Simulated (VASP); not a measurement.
# TiBH (Imma) in VASP: further runs, part 2 of 3

VASP 6.6.1. The steps go on from the part before.

### 3 Single point, PBE

This run uses another cell than the first one, of 9.40 Å³/atom.

The input, INCAR:

```
SYSTEM = TiBH
  PREC = Accurate
  ENCUT = 520
  EDIFF = 1E-6
  ISMEAR = 0
  SIGMA = 0.1
  LREAL = .FALSE.
  LASPH = .TRUE.
  NELM = 100
  ALGO = Normal
  ISIF = 2
  LWAVE = .FALSE.
  LCHARG = .TRUE.
  GGA = PE
  LELF = .TRUE.
  LVHAR = .TRUE.
  NBANDS = 25
```

The input, KPOINTS:

```
regular mesh
0
G
  6 6 6
  0 0 0
```

The input, POSCAR:

```
TiBH
1.0
   -2.0439650400      2.1662508900      3.1830060300
    2.0439650400     -2.1662508900      3.1830060300
    2.0439650400      2.1662508900     -3.1830060300
Ti B H
2 2 2
Direct
    0.8739060100      0.1239060100      0.7500000000
    0.1260939900      0.8760939900      0.2500000000
    0.5000000000      0.5000000000      0.5000000000
    0.5000000000      0.0000000000      0.0000000000
    0.0000000000      0.5000000000      0.5000000000
    0.5000000000      0.5000000000      0.0000000000
```

Potentials or basis: VASP PAW PBE potentials, release 64 (Ti_sv, B, H).

Launch:

```sh
$ cat potpaw_PBE.64/Ti_sv/POTCAR potpaw_PBE.64/B/POTCAR potpaw_PBE.64/H/POTCAR > POTCAR
$ mpirun -np 1 vasp_std > vasp.out
```

OUTCAR:

```text
SYSTEM = TiBH
   PREC = Accurate
   ENCUT = 520
   EDIFF = 1E-6
   ISMEAR = 0
   LREAL = .FALSE.
   LASPH = .TRUE.
   NELM = 100
   ISIF = 2
   GGA = PE

 ion  position               nearest neighbor table
   1  0.874  0.124  0.750-   3 2.53   4 2.53   3 2.53   4 2.53   2 2.60   2 2.60   2 2.68   2 2.68

   2  0.126  0.876  0.250-   4 2.53   3 2.53   4 2.53   3 2.53   1 2.60   1 2.60   1 2.68   1 2.68

   3  0.500  0.500  0.500-   4 2.04   4 2.04   2 2.53   2 2.53   1 2.53   1 2.53
   4  0.500  0.000  0.000-   3 2.04   3 2.04   2 2.53   2 2.53   1 2.53   1 2.53
   5  0.000  0.500  0.500-
   6  0.500  0.500  0.000-

  LATTYP: Found a body centered orthorhombic cell.
 ALAT       =     4.0879300800
 B/A-ratio  =     1.0598277601
 C/A-ratio  =     1.5572702897

  Lattice vectors:

 A1 = (  -2.0439650400,   2.1662508900,   3.1830060300)
 A2 = (   2.0439650400,  -2.1662508900,   3.1830060300)
 A3 = (   2.0439650400,   2.1662508900,  -3.1830060300)

Analysis of symmetry for initial positions (statically):
=====================================================================
 Subroutine PRICEL returns:
 Original cell was already a primitive cell.

 Routine SETGRP: Setting up the symmetry group for a
 body centered orthorhombic supercell.

 Subroutine GETGRP returns: Found  8 space group operations
 (whereof  4 operations were pure point group operations)
 out of a pool of  8 trial point group operations.

The static configuration has the point symmetry C_2h.
 The point group associated with its full space group is D_2h.

Analysis of symmetry for dynamics (positions and initial velocities):
=====================================================================
 Subroutine PRICEL returns:
 Original cell was already a primitive cell.

 Routine SETGRP: Setting up the symmetry group for a
 body centered orthorhombic supercell.

 Subroutine GETGRP returns: Found  8 space group operations
 (whereof  4 operations were pure point group operations)
 out of a pool of  8 trial point group operations.

The dynamic configuration has the point symmetry C_2h.
 The point group associated with its full space group is D_2h.

 Subroutine INISYM returns: Found  8 space group operations
 (whereof  4 operations are pure point group operations),
 and found     1 'primitive' translations

----------------------------------------------------------------------------------------

                                     Primitive cell

  volume of cell :      56.3741

  direct lattice vectors                    reciprocal lattice vectors
    -2.043965040  2.166250890  3.183006030     0.000000000  0.230813523  0.157084214
     2.043965040 -2.166250890  3.183006030     0.244622579  0.000000000  0.157084214
     2.043965040  2.166250890 -3.183006030     0.244622579  0.230813523  0.000000000

  length of vectors
     4.359124154  4.359124154  4.359124154     0.279195868  0.290715766  0.336325867

  position of ions in fractional coordinates (direct lattice)
     0.873906010  0.123906010  0.750000000
     0.126093990  0.876093990  0.250000000
     0.500000000  0.500000000  0.500000000
     0.500000000  0.000000000  1.000000000
     0.000000000  0.500000000  0.500000000
     0.500000000  0.500000000  0.000000000
[... 37 lines left out ...]
            Coordinates               Weight
  0.000000  0.000000  0.000000      1.000000
  0.166667  0.000000 -0.000000      4.000000
  0.333333  0.000000 -0.000000      4.000000
  0.500000  0.000000 -0.000000      2.000000
  0.000000  0.166667  0.000000      4.000000
  0.166667  0.166667  0.000000      8.000000
[... 16 lines left out ...]
 -0.166667  0.166667  0.166667      2.000000
  0.166667  0.333333  0.166667      4.000000
 [... further k-points ...]
   k-points           NKPTS =     46   k-points in BZ     NKDIM =     46   number of bands    NBANDS=     25
   number of dos      NEDOS =    301   number of ions     NIONS =      6
   total plane-waves  NPLWV =  32768
   dimension x,y,z NGX =    32 NGY =   32 NGZ =   32
   dimension x,y,z NGXF=    64 NGYF=   64 NGZF=   64
   ions per type =               2   2   2
   NGX,Y,Z   is equivalent  to a cutoff of  12.20, 12.20, 12.20 a.u.
   NGXF,Y,Z  is equivalent  to a cutoff of  24.41, 24.41, 24.41 a.u.
 SYSTEM =  TiBH
   PREC   = accura    normal or accurate (medium, high low for compatibility)
   ISTART =      0    job   : 0-new  1-cont  2-samecut
   ICHARG =      2    charge: 1-file 2-atom 10-const
   ISPIN  =      1    spin polarized calculation?
   LNONCOLLINEAR =      F non collinear calculations
   LSORBIT =      F    spin-orbit coupling
   LASPH  =      T    aspherical Exc in radial PAW
   ENCUT  =  520.0 eV  38.22 Ry    6.18 a.u.   8.11  8.11  8.11*2*pi/ulx,y,z
   NELM   =    100;   NELMIN=  2; NELMDL= -5     # of ELM steps
   EDIFF  = 0.1E-05   stopping-criterion for ELM
   LREAL  =      F    real-space projection
   EDIFFG = 0.1E-04   stopping-criterion for IOM
   NSW    =      0    number of steps for IOM
   IBRION =     -1    ionic relax: 0-MD 1-quasi-New 2-CG
   NFREE  =      0    steps in history (QN), initial steepest desc. (CG)
   ISIF   =      2    stress and relaxation
   ISYM   =      2    0-nonsym 1-usesym 2-fastsym
   POTIM  = 0.5000    time-step for ionic-motion
   TEBEG  =    0.0;   TEEND  =   0.0 temperature during run
   PSTRESS=    0.0 pullay stress
   NELECT =      32.0000    total number of electrons
   NUPDOWN=      -1.0000    fix difference up-down
   EMIN   =  10.00;   EMAX   =-10.00  energy-range for DOS
   EFERMI =   0.00;   METHOD = LEGACY
   ISMEAR =     0;   SIGMA  =   0.10  broadening in eV -4-tet -1-fermi 0-gaus
   EFERMI_NEDOS =   21; number of points for ismear=-14 and -15
   IALGO  =     38    algorithm
   IMIX   =      4    mixing-type and parameters
     AMIX     =   0.40;   BMIX     =  1.00
     AMIX_MAG =   1.60;   BMIX_MAG =  1.00
  volume/ion in A,a.u.               =       9.40        63.41
  Fermi-wavevector in a.u.,A,eV,Ry     =   1.355496  2.561516 24.998932  1.837370
  Thomas-Fermi vector in A             =   2.482579
   LORBIT       =      0    0 simple, 1 ext, 2 COOP (PROOUT), +10 PAW based schemes
   GGA     = PE    functional components
   LHFCALC =     F    Hartree Fock is set to
   AEXX    =    0.0000 exact exchange contribution
   IVDW    =     0    specifies the selected vdW correction
   LEPSILON=     F    determine dielectric tensor
   LRPA    =     F    only Hartree local field effects (RPA)
 non-spin polarized calculation
 Gauss-broadening in eV      SIGMA  =   0.10
  energy-cutoff  :      520.00
  volume of cell :       56.37
 maximum number of plane-waves:      1536
   NGX = 17   NGY = 17   NGZ = 17

 number of electron      32.0000003 magnetization

 Free energy of the ion-electron system (eV)
  ---------------------------------------------------
  ext. energy  EPLUGINS =         0.00000000
  ---------------------------------------------------
  free energy    TOTEN  =       -32.50361011 eV

  energy without entropy =      -32.46460432  energy(sigma->0) =      -32.48410721

 E-fermi :   7.0725     XC(G=0): -11.5126

 val. band max:        7.0652168129   @ k =   0.0000   0.5000   0.0000
 cond. band min:       7.0726187937   @ k =   0.5000   0.1667  -0.0000
 fundamental gap:      0.0074019808
 Fermi energy:         7.0725100273

 k-point     1 :       0.0000    0.0000    0.0000
  band No.  band energies     occupation
      1     -49.5651      2.00000
      2     -49.3195      2.00000
      3     -26.0065      2.00000
      4     -25.9439      2.00000
      5     -25.9178      2.00000
      6     -25.5941      2.00000
[... 661 lines left out ...]
     24      10.9165      0.00000
     25      11.6468      0.00000

 [... further k-points ...]

------------------------ aborting loop because EDIFF is reached ----------------------------------------

  FORCE on cell =-STRESS in cart. coord.  units (eV):
  Direction    XX          YY          ZZ          XY          YZ          ZX
  --------------------------------------------------------------------------------------
  -------------------------------------------------------------------------------------
  Total       -3.7386834     -7.4243534     -3.9324988      0.0000000      0.0000000      0.0000000
  in kB     -106.2550563   -211.0034457   -111.7633757      0.0000000      0.0000000      0.0000000
  external PRESSURE =    -143.0072925 kB  Pullay stress =       0.0000000 kB

 VOLUME and BASIS-vectors are now :
 -----------------------------------------------------------------------------
  energy-cutoff  :      520.00
  volume of cell :       56.37
      direct lattice vectors                 reciprocal lattice vectors
    -2.043965040  2.166250890  3.183006030     0.000000000  0.230813523  0.157084214
     2.043965040 -2.166250890  3.183006030     0.244622579  0.000000000  0.157084214
     2.043965040  2.166250890 -3.183006030     0.244622579  0.230813523  0.000000000

 POSITION                                       TOTAL-FORCE (eV/Angst)
 -----------------------------------------------------------------------------------
      0.00000      3.24938      0.78879         0.000000      0.000000     -0.569789
      2.04397     -1.08313      2.39422         0.000000     -0.000000      0.569789
      1.02198      1.08313      1.59150        -0.000000      0.000000      0.000000
     -1.02198      1.08313      1.59150        -0.000000      0.000000     -0.000000
      2.04397      0.00000      0.00000        -0.000000      0.000000      0.000000
      0.00000      0.00000      3.18301        -0.000000      0.000000      0.000000
 -----------------------------------------------------------------------------------
    total drift:                               -0.000000     -0.000000      0.000000

  FREE ENERGIE OF THE ION-ELECTRON SYSTEM (eV)
  ---------------------------------------------------
  free  energy   TOTEN  =       -32.5036101081 eV

  energy  without entropy=      -32.4646043182  energy(sigma->0) =      -32.48410721
```

It took 1.8 min on 1 thread of Intel Xeon 8259CL, shared host; peak memory 0.21 GiB.

Results:

- Free energy: -32.5036 eV
- Pressure: -14.3 GPa
- Largest force: 0.570 eV/Å
- Band gap on the k mesh: zero (bands 16 and 17 overlap by 0.75 eV)

Forces on the atoms (eV/Å):
```
Ti   0.000  0.000 -0.570
Ti   0.000  0.000  0.570
B    0.000  0.000  0.000
B    0.000  0.000  0.000
H    0.000  0.000  0.000
H    0.000  0.000  0.000
```

Levels at points of the mesh, in eV from the Fermi level:
| k point | band 14 | band 15 | band 16 | band 17 | band 18 | band 19 |
| --- | --- | --- | --- | --- | --- | --- |
| (0.00, 0.00, 0.00) | -2.39 | -2.20 | -1.84 | -0.40 | 0.10 | 2.19 |
| (0.50, 0.00, 0.00) | -2.51 | -0.97 | -0.25 | -0.06 | 0.42 | 2.16 |
| (0.00, 0.50, 0.00) | -1.41 | -0.02 | -0.01 | 0.22 | 1.69 | 1.76 |
| (0.50, 0.50, 0.00) | -2.86 | 0.14 | 0.14 | 0.63 | 0.63 | 1.95 |
| (0.50, 0.50, 0.50) | -1.18 | -0.22 | -0.22 | -0.17 | 0.88 | 1.13 |

Caveat: the cell stands under tension.

### 4 Relaxation of cell and atoms, PBE

This run uses another cell than the first one, of 9.40 Å³/atom.

The input, INCAR:

```
ALGO = Normal ; EDIFF = 1E-6
EDIFFG = -0.04 ; ENCUT = 600
GGA = PE ; IBRION = 2
ISIF = 3 ; ISMEAR = 0
LASPH = True ; LCHARG = False
LREAL = False ; LWAVE = False
NELM = 80 ; NSW = 90
PREC = Accurate ; SIGMA = 0.1
```

The input, KPOINTS:

```
k-points
0
Gamma
  6 6 6
```

POSCAR is that of step 3.

Launch:

```sh
$ cat potpaw_PBE.64/Ti_sv/POTCAR potpaw_PBE.64/B/POTCAR potpaw_PBE.64/H/POTCAR > POTCAR
$ mpirun -np 1 vasp_std > vasp.out
```

Run time: 38 min. Hardware: 1 thread of Intel Xeon 8259CL, shared host; peak memory 0.27 GiB.

Results (log left out):

| Quantity | Value |
| --- | --- |
| Free energy | -32.9863 eV |
| Relaxed volume | 8.44 Å³/atom |
| Relaxed cell | a = 4.131 Å, b = 4.131 Å, c = 4.131 Å, α = 116.43°, β = 121.12°, γ = 92.18° |
| Space group after relaxing (to 0.1 Å) | Imma (No. 74) |
| Energy gained by relaxing | 80.2 meV/atom |
| Ionic steps | 33 |
| Pressure after relaxing | 0.2 GPa |
| Largest force after relaxing | 0.018 eV/Å |
| Band gap on the k mesh | zero (bands 16 and 17 overlap by 1.80 eV) |

Forces in eV/Å, atoms in the order of the input:
```
Ti   0.000  0.000 -0.018
Ti   0.000  0.000  0.018
B    0.000  0.000  0.000
B    0.000  0.000  0.000
H    0.000  0.000  0.000
H    0.000  0.000  0.000
```

Stress tensor (GPa, compression positive):
```
0.22 0.00 0.00
0.00 0.22 0.00
0.00 0.00 0.04
```

The path:
| step | energy change (eV) | largest force (eV/Å) | pressure (GPa) | volume (Å³) |
| --- | --- | --- | --- | --- |
| 1 | 0.0000 | 0.5699 | -14.35 | 56.37 |
| 2 | -0.3472 | 0.1660 | 2.62 | 49.77 |
| 3 | -0.3498 | 0.2068 | 1.00 | 50.24 |
| 4 | -0.3618 | 0.0070 | 0.58 | 50.47 |
| 5 | -0.3646 | 0.1380 | 0.23 | 50.64 |
| 6 | -0.3675 | 0.1440 | -0.11 | 50.78 |
| 7 | -0.3759 | 0.1345 | -0.99 | 51.19 |
| 8 | -0.3784 | 0.0731 | -2.35 | 51.99 |
| 9 | -0.3808 | 0.0564 | -1.83 | 51.60 |
| 10 | -0.3822 | 0.0355 | -1.61 | 51.56 |
| 11 | -0.3846 | 0.0377 | -0.98 | 51.45 |
| 12 | -0.3848 | 0.0647 | -0.78 | 51.41 |
| 13 | -0.3855 | 0.0507 | -0.60 | 51.34 |
| 14 | -0.3872 | 0.0102 | -0.06 | 51.14 |
| 15 | -0.3881 | 0.0622 | 1.03 | 50.72 |
| 16 | -0.3888 | 0.0700 | 1.03 | 50.70 |
| 17 | -0.3911 | 0.0892 | 1.13 | 50.63 |
| 18 | -0.3966 | 0.1196 | 1.38 | 50.50 |
| 19 | -0.4106 | 0.1759 | 2.06 | 50.22 |
| 20 | -0.4297 | 0.3665 | 3.84 | 49.60 |
| 21 | -0.4316 | 0.3712 | 3.79 | 49.62 |
| 22 | -0.4363 | 0.3906 | 3.64 | 49.65 |
| 23 | -0.4402 | 0.4636 | 3.44 | 49.70 |
| 24 | -0.4441 | 0.4408 | 3.04 | 49.81 |
| 25 | -0.4538 | 0.3738 | 1.90 | 50.13 |
| 26 | -0.4639 | 0.2497 | -0.35 | 50.79 |
| 27 | -0.4645 | 0.2110 | -1.02 | 50.99 |
| 28 | -0.4669 | 0.1924 | -0.94 | 50.95 |
| 29 | -0.4728 | 0.1312 | -0.55 | 50.82 |
| 30 | -0.4788 | 0.0380 | 0.25 | 50.55 |
| 31 | -0.4789 | 0.0654 | 0.33 | 50.52 |
| 32 | -0.4806 | 0.0425 | 0.25 | 50.58 |
| 33 | -0.4813 | 0.0179 | 0.16 | 50.64 |

Final structure:
```
CELL_PARAMETERS angstrom
-2.17606 2.03046 2.86534
2.17606 -2.03046 2.86534
2.17606 2.03046 -2.86534
ATOMIC_POSITIONS crystal
Ti 0.87634 0.12634 0.75000
Ti 0.12366 0.87366 0.25000
B 0.50000 0.50000 0.50000
B 0.50000 0.00000 0.00000
H 0.00000 0.50000 0.50000
H 0.50000 0.50000 0.00000
```

Levels at points of the mesh, in eV from the Fermi level:
```
           k point  band 13  band 14  band 15  band 16  band 17  band 18  band 19  band 20
(0.00, 0.00, 0.00)    -2.56    -2.50    -2.34    -1.67    -1.63     0.73     2.25     2.50
(0.50, 0.00, 0.00)    -3.33    -2.02    -1.26    -0.40    -0.19     0.13     2.73     2.80
(0.00, 0.50, 0.00)    -1.44    -1.09    -0.89    -0.06     0.16     2.11     2.31     2.43
(0.50, 0.50, 0.00)    -3.03    -3.03    -0.09    -0.09     0.34     0.34     1.85     1.85
(0.50, 0.50, 0.50)    -3.35    -0.86    -0.61     0.12     0.15     0.98     1.54     2.04
```

(Continued in part 3 of 3.)
